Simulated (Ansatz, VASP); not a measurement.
# One calculation of NbRu3C, two programs

File INCAR:

```
SYSTEM = NbRu3C
PREC = Accurate ; ENCUT = 520
EDIFF = 1E-6 ; ISMEAR = -1
SIGMA = 0.05 ; LREAL = .False.
LASPH = .True. ; NELM = 60
ALGO = Normal ; ISIF = 2
LWAVE = .False. ; LCHARG = .True.
GGA = RE ; LELF = .True.
LVHAR = .True. ; NBANDS = 38
```

The input KPOINTS:

```
Automatic mesh
0
Gamma
  7 7 7
  0 0 0
```

Contents of POSCAR:

```
NbRu3C
1.0
    4.0651380000      0.0000000000      0.0000000000
    0.0000000000      4.0651380000      0.0000000000
    0.0000000000      0.0000000000      4.0651380000
Ru Nb C
3 1 1
Direct
    0.5000000000      0.5000000000      0.0000000000
    0.5000000000      0.0000000000      0.5000000000
    0.0000000000      0.5000000000      0.5000000000
    0.0000000000      0.0000000000      0.0000000000
    0.5000000000      0.5000000000      0.5000000000
```

The input input.yaml:

```yaml
crystal:
  lattice:
    - [4.065138, 0.0, 0.0]
    - [0.0, 4.065138, 0.0]
    - [0.0, 0.0, 4.065138]
  atoms:
    - { symbol: Ru, position: [0.5, 0.5, 0.0] }
    - { symbol: Ru, position: [0.5, 0.0, 0.5] }
    - { symbol: Ru, position: [0.0, 0.5, 0.5] }
    - { symbol: Nb, position: [0.0, 0.0, 0.0] }
    - { symbol: C, position: [0.5, 0.5, 0.5] }
hamiltonian:
  xc: revpbe
  pseudopotentials: { kind: paw }
kpoints:
  mp_grid: { grid: [7, 7, 7] }
scf:
  occupations: { method: fermi_dirac, width: 0.05 }
  n_extra_bands: 12
output:
  forces: true
  stress: true
  eigenvalues: true
  dos: { projected: true, de: 0.05, nscf_kmesh: { grid: [11, 11, 11] } }
```

Alike in both runs: functional revPBE; k mesh 7 × 7 × 7; occupations fermi-dirac, width 0.05 eV; no spin polarisation.

```csv
,VASP,Ansatz
version,VASP 6.6.1,Ansatz 0.2.0
potentials or method,"VASP PAW PBE potentials, release 64 (Ru_pv, Nb_sv, C)",Ansatz PAW
plane-wave cutoff (eV),520,420
valence electrons in the cell,59,65
task,single point,projected density of states
```

```csv
,VASP,Ansatz,Ansatz less VASP
gap on the k mesh at the Fermi level (eV),none,none,-
pressure (GPa),-0.7,-0.6,+0.10
```

VASP's potentials were made for PBE, not for revPBE. A gap of «none» marks a metal or a gap that the smearing closes. The functional is the same, so the differences come from potentials, cutoffs and numerics. VASP's potentials hold 59 valence electrons a cell and Ansatz's 65, so a difference there can come from the potentials and not from the codes.
